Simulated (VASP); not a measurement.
# MgAl11 (a cell with a defect) in VASP: single point with PBE

Aim: the single point of MgAl11 (a cell with a defect) with PBE.

All numbers are computed with VASP 6.6.1; they aren't measurements. Logs are shortened: lines on timing, memory, paths and dates and some standing lists are left out, and cuts for length are marked.

## 1. The cell of the first run

The cell holds a defect, 12 atoms: a = 8.591 Å, b = 5.727 Å, c = 5.727 Å, α = 60.00°, β = 60.00°, γ = 60.00°.

## 2. Single point, PBE

File INCAR:

```
ALGO = Normal ; EDIFF = 1E-6
ENCUT = 520 ; GGA = PE
GGA_COMPAT = F ; ISIF = 2
ISMEAR = -1 ; LASPH = T
LCHARG = F ; LREAL = F
LWAVE = F ; NBANDS = 30
NELM = 120 ; PREC = Accurate
SIGMA = 0.15
```

File KPOINTS:

```
k-points
0
Gamma
  3 3 3
```

File POSCAR:

```
MgAl11
1.0
    0.0000000000      6.0744150000      6.0744150000
    4.0496100000      0.0000000000      4.0496100000
    4.0496100000      4.0496100000      0.0000000000
Mg Al
1 11
Direct
    0.0000000000      0.0000000000      0.0000000000
    0.0000000000      0.0000000000      0.5000000000
    0.0000000000      0.5000000000      0.0000000000
    0.0000000000      0.5000000000      0.5000000000
    0.3333333333      0.0000000000      0.0000000000
    0.3333333333      0.0000000000      0.5000000000
    0.3333333333      0.5000000000      0.0000000000
    0.3333333333      0.5000000000      0.5000000000
    0.6666666667      0.0000000000      0.0000000000
    0.6666666667      0.0000000000      0.5000000000
    0.6666666667      0.5000000000      0.0000000000
    0.6666666667      0.5000000000      0.5000000000
```

Potentials or basis: VASP PAW PBE potentials, release 64 (Mg, Al).

The run is started by

```bash
> cat potpaw_PBE.64/Mg/POTCAR potpaw_PBE.64/Al/POTCAR > POTCAR
> mpirun -np 1 vasp_std > vasp.out
```

OUTCAR:

```text
EDIFF = 1E-6
   ENCUT = 520
   GGA = PE
   ISIF = 2
   ISMEAR = -1
   LASPH = T
   LREAL = F
   NELM = 120
   PREC = Accurate

 ion  position               nearest neighbor table
   1  0.000  0.000  0.000-   5 2.86   9 2.86  10 2.86  11 2.86   6 2.86   7 2.86   2 2.86   4 2.86
                             2 2.86   3 2.86   4 2.86   3 2.86
   2  0.000  0.000  0.500-   6 2.86  10 2.86   9 2.86  12 2.86   5 2.86   8 2.86   1 2.86   3 2.86
                             1 2.86   3 2.86   4 2.86   4 2.86
   3  0.000  0.500  0.000-   7 2.86  11 2.86   9 2.86  12 2.86   8 2.86   5 2.86   2 2.86   4 2.86
                             1 2.86   1 2.86   2 2.86   4 2.86
   4  0.000  0.500  0.500-   8 2.86  12 2.86  11 2.86  10 2.86   7 2.86   6 2.86   1 2.86   3 2.86
                             2 2.86   1 2.86   2 2.86   3 2.86
   5  0.333  0.000  0.000-   1 2.86   2 2.86   3 2.86   6 2.86   7 2.86   6 2.86   8 2.86   7 2.86
                             8 2.86  10 2.86  11 2.86   9 2.86
   6  0.333  0.000  0.500-   2 2.86   1 2.86   4 2.86   5 2.86   8 2.86   5 2.86   7 2.86   7 2.86
                             8 2.86   9 2.86  12 2.86  10 2.86
   7  0.333  0.500  0.000-   3 2.86   1 2.86   4 2.86   5 2.86   8 2.86   6 2.86   8 2.86   5 2.86
                             6 2.86  12 2.86   9 2.86  11 2.86
   8  0.333  0.500  0.500-   4 2.86   3 2.86   2 2.86   6 2.86   7 2.86   5 2.86   7 2.86   5 2.86
                             6 2.86  11 2.86  10 2.86  12 2.86
   9  0.667  0.000  0.000-   1 2.86   2 2.86   3 2.86  10 2.86  10 2.86  12 2.86  11 2.86  11 2.86
                            12 2.86   6 2.86   7 2.86   5 2.86
  10  0.667  0.000  0.500-   2 2.86   1 2.86   4 2.86   9 2.86   9 2.86  11 2.86  12 2.86  11 2.86
                            12 2.86   5 2.86   8 2.86   6 2.86
  11  0.667  0.500  0.000-   3 2.86   4 2.86   1 2.86   9 2.86  10 2.86  12 2.86  12 2.86   9 2.86
                            10 2.86   5 2.86   8 2.86   7 2.86
  12  0.667  0.500  0.500-   4 2.86   3 2.86   2 2.86  10 2.86   9 2.86  11 2.86  11 2.86   9 2.86
                            10 2.86   6 2.86   7 2.86   8 2.86

  LATTYP: Found a face centered orthorhombic cell.
 ALAT       =     5.7270133843
 B/A-ratio  =     1.7320508076
 C/A-ratio  =     2.4494897428

  Lattice vectors:

 A1 = (   0.0000000000,   6.0744150000,   6.0744150000)
 A2 = (  -4.0496100000,   2.0248050000,   6.0744150000)
 A3 = (   4.0496100000,   0.0000000000,   4.0496100000)

Analysis of symmetry for initial positions (statically):
=====================================================================
 Subroutine PRICEL returns:
 Original cell was already a primitive cell.

 Routine SETGRP: Setting up the symmetry group for a
 face centered orthorhombic supercell.

 Subroutine GETGRP returns: Found  4 space group operations
 (whereof  4 operations were pure point group operations)
 out of a pool of  8 trial point group operations.

The static configuration has the point symmetry C_2h.

Analysis of symmetry for dynamics (positions and initial velocities):
=====================================================================
 Subroutine PRICEL returns:
 Original cell was already a primitive cell.

 Routine SETGRP: Setting up the symmetry group for a
 face centered orthorhombic supercell.

 Subroutine GETGRP returns: Found  4 space group operations
 (whereof  4 operations were pure point group operations)
 out of a pool of  8 trial point group operations.

The dynamic configuration has the point symmetry C_2h.

 Subroutine INISYM returns: Found  4 space group operations
 (whereof  4 operations are pure point group operations),
 and found     1 'primitive' translations

----------------------------------------------------------------------------------------

                                     Primitive cell

  volume of cell :     199.2328

  direct lattice vectors                    reciprocal lattice vectors
     0.000000000  6.074415000  6.074415000    -0.082312453  0.082312453  0.082312453
     4.049610000  0.000000000  4.049610000     0.123468680 -0.123468680  0.123468680
     4.049610000  4.049610000  0.000000000     0.123468680  0.123468680 -0.123468680

  length of vectors
     8.590520076  5.727013384  5.727013384     0.142569351  0.213854026  0.213854026

  position of ions in fractional coordinates (direct lattice)
     0.000000000  0.000000000  0.000000000
     0.000000000  0.000000000  0.500000000
     0.000000000  0.500000000  0.000000000
     0.000000000  0.500000000  0.500000000
     0.333333333  0.000000000  0.000000000
     0.333333333  0.000000000  0.500000000
[... 36 lines left out ...]

  Length of vectors
     0.047523117  0.071284675  0.071284675

  Shift w.r.t. Gamma in fractional coordinates (k-lattice)
     0.000000000  0.000000000  0.000000000

 Subroutine IBZKPT returns following result:
 ===========================================

 Found     10 irreducible k-points:

 Following reciprocal coordinates:
            Coordinates               Weight
  0.000000  0.000000  0.000000      1.000000
  0.333333  0.000000  0.000000      2.000000
  0.000000  0.333333  0.000000      4.000000
  0.333333  0.000000  0.333333      4.000000
 -0.333333  0.333333  0.000000      4.000000
  0.000000  0.333333  0.333333      2.000000
 -0.333333  0.333333  0.333333      2.000000
  0.333333  0.333333  0.333333      2.000000
  0.000000 -0.333333  0.333333      2.000000
  0.333333 -0.333333  0.333333      4.000000
   k-points           NKPTS =     10   k-points in BZ     NKDIM =     10   number of bands    NBANDS=     30
   number of dos      NEDOS =    301   number of ions     NIONS =     12
   total plane-waves  NPLWV = 147456
   dimension x,y,z NGX =    64 NGY =   48 NGZ =   48
   dimension x,y,z NGXF=   128 NGYF=   96 NGZF=   96
   ions per type =               1  11
   NGX,Y,Z   is equivalent  to a cutoff of  12.39, 13.93, 13.93 a.u.
   NGXF,Y,Z  is equivalent  to a cutoff of  24.77, 27.87, 27.87 a.u.
 SYSTEM =  unknown system
   PREC   = accura    normal or accurate (medium, high low for compatibility)
   ISTART =      0    job   : 0-new  1-cont  2-samecut
   ICHARG =      2    charge: 1-file 2-atom 10-const
   ISPIN  =      1    spin polarized calculation?
   LNONCOLLINEAR =      F non collinear calculations
   LSORBIT =      F    spin-orbit coupling
   LASPH  =      T    aspherical Exc in radial PAW
   ENCUT  =  520.0 eV  38.22 Ry    6.18 a.u.  15.97 10.65 10.65*2*pi/ulx,y,z
   NELM   =    120;   NELMIN=  2; NELMDL= -5     # of ELM steps
   EDIFF  = 0.1E-05   stopping-criterion for ELM
   LREAL  =      F    real-space projection
   EDIFFG = 0.1E-04   stopping-criterion for IOM
   NSW    =      0    number of steps for IOM
   IBRION =     -1    ionic relax: 0-MD 1-quasi-New 2-CG
   NFREE  =      0    steps in history (QN), initial steepest desc. (CG)
   ISIF   =      2    stress and relaxation
   ISYM   =      2    0-nonsym 1-usesym 2-fastsym
   POTIM  = 0.5000    time-step for ionic-motion
   TEBEG  =    0.0;   TEEND  =   0.0 temperature during run
   PSTRESS=    0.0 pullay stress
   NELECT =      35.0000    total number of electrons
   NUPDOWN=      -1.0000    fix difference up-down
   EMIN   =  10.00;   EMAX   =-10.00  energy-range for DOS
   EFERMI =   0.00;   METHOD = LEGACY
   ISMEAR =    -1;   SIGMA  =   0.15  broadening in eV -4-tet -1-fermi 0-gaus
   EFERMI_NEDOS =   21; number of points for ismear=-14 and -15
   IALGO  =     38    algorithm
   IMIX   =      4    mixing-type and parameters
     AMIX     =   0.40;   BMIX     =  1.00
     AMIX_MAG =   1.60;   BMIX_MAG =  1.00
  volume/ion in A,a.u.               =      16.60       112.04
  Fermi-wavevector in a.u.,A,eV,Ry     =   0.916876  1.732644 11.437893  0.840661
  Thomas-Fermi vector in A             =   2.041781
   LORBIT       =      0    0 simple, 1 ext, 2 COOP (PROOUT), +10 PAW based schemes
   GGA     = PE    functional components
   LHFCALC =     F    Hartree Fock is set to
   AEXX    =    0.0000 exact exchange contribution
   IVDW    =     0    specifies the selected vdW correction
   LEPSILON=     F    determine dielectric tensor
   LRPA    =     F    only Hartree local field effects (RPA)
 non-spin polarized calculation
  energy-cutoff  :      520.00
  volume of cell :      199.23
 maximum number of plane-waves:      5394
   NGX = 31   NGY = 21   NGZ = 21

 number of electron      35.0000000 magnetization

 Free energy of the ion-electron system (eV)
  ---------------------------------------------------
  ext. energy  EPLUGINS =         0.00000000
  ---------------------------------------------------
  free energy    TOTEN  =       -43.00593312 eV

  energy without entropy =      -42.69833450  energy(sigma->0) =      -42.85213381

 E-fermi :   7.6273     XC(G=0): -10.1221

 val. band max:        7.5753731229   @ k =   0.3333   0.3333   0.3333
 cond. band min:       7.6419629276   @ k =   0.3333   0.0000   0.3333
 fundamental gap:      0.0665898047
 Fermi energy:         7.6272850560

 k-point     1 :       0.0000    0.0000    0.0000
  band No.  band energies     occupation
      1      -3.2878      2.00000
      2      -0.3761      2.00000
      3      -0.2201      2.00000
      4       2.5563      2.00000
      5       2.5713      2.00000
      6       3.0884      2.00000
[... 309 lines left out ...]
     28      11.3440      0.00000
     29      11.7174      0.00000
 [bands above 29 left out]

------------------------ aborting loop because EDIFF is reached ----------------------------------------

  FORCE on cell =-STRESS in cart. coord.  units (eV):
  Direction    XX          YY          ZZ          XY          YZ          ZX
  --------------------------------------------------------------------------------------
  -------------------------------------------------------------------------------------
  Total        0.7216588      2.2294978      2.2294978     -0.2300074      1.0774459     -0.2300074
  in kB        5.8033888     17.9290291     17.9290291     -1.8496586      8.6645334     -1.8496588
  external PRESSURE =      13.8871490 kB  Pullay stress =       0.0000000 kB

 VOLUME and BASIS-vectors are now :
 -----------------------------------------------------------------------------
  energy-cutoff  :      520.00
  volume of cell :      199.23
      direct lattice vectors                 reciprocal lattice vectors
     0.000000000  6.074415000  6.074415000    -0.082312453  0.082312453  0.082312453
     4.049610000  0.000000000  4.049610000     0.123468680 -0.123468680  0.123468680
     4.049610000  4.049610000  0.000000000     0.123468680  0.123468680 -0.123468680

 POSITION                                       TOTAL-FORCE (eV/Angst)
 -----------------------------------------------------------------------------------
      0.00000      0.00000      0.00000         0.000000      0.000000      0.000000
      2.02481      2.02481      0.00000         0.000000      0.000000      0.000000
      2.02481      0.00000      2.02481         0.000000      0.000000      0.000000
      4.04961      2.02481      2.02481         0.000000      0.000000      0.000000
      0.00000      2.02480      2.02480        -0.031534      0.037559      0.037559
      2.02481      4.04961      2.02480        -0.069999      0.062820      0.078916
      2.02481      2.02480      4.04961        -0.069999      0.078916      0.062820
      4.04961      4.04961      4.04961         0.000383     -0.028313     -0.028313
      0.00000      4.04961      4.04961         0.031534     -0.037559     -0.037559
      2.02481      6.07442      4.04961         0.069999     -0.062820     -0.078916
      2.02481      4.04961      6.07442         0.069999     -0.078916     -0.062820
      4.04961      6.07442      6.07442        -0.000383      0.028313      0.028313
 -----------------------------------------------------------------------------------
    total drift:                                0.000000     -0.000000     -0.000000

  FREE ENERGIE OF THE ION-ELECTRON SYSTEM (eV)
  ---------------------------------------------------
  free  energy   TOTEN  =       -43.0059331181 eV

  energy  without entropy=      -42.6983345005  energy(sigma->0) =      -42.85213381
```

Wall time 59 s (1 thread of Intel Xeon Platinum 8488C (Sapphire Rapids), shared host); peak memory 0.38 GiB.

What came out:

```yaml
Free_energy: -43.0059 eV
Pressure: 1.4 GPa
Largest_force: 0.123 eV/Å
Band_gap_on_the_k_mesh: zero (an odd number of electrons rules out a gap without spin polarisation)
```

Forces in eV/Å, atoms in the order of the input:
```
Mg   0.000  0.000  0.000
Al   0.000  0.000  0.000
Al   0.000  0.000  0.000
Al   0.000  0.000  0.000
Al  -0.032  0.038  0.038
Al  -0.070  0.063  0.079
Al  -0.070  0.079  0.063
Al   0.000 -0.028 -0.028
Al   0.032 -0.038 -0.038
Al   0.070 -0.063 -0.079
Al   0.070 -0.079 -0.063
Al   0.000  0.028  0.028
```

Levels at points of the mesh, in eV from the Fermi level:
| k point | band 15 | band 16 | band 17 | band 18 | band 19 | band 20 |
| --- | --- | --- | --- | --- | --- | --- |
| (0.00, 0.00, 0.00) | -2.10 | -2.08 | -1.27 | 0.62 | 0.65 | 1.08 |

Caveat: the k points lie up to 0.45 Å⁻¹ apart, too coarse for converged energies and pressures of a metal.
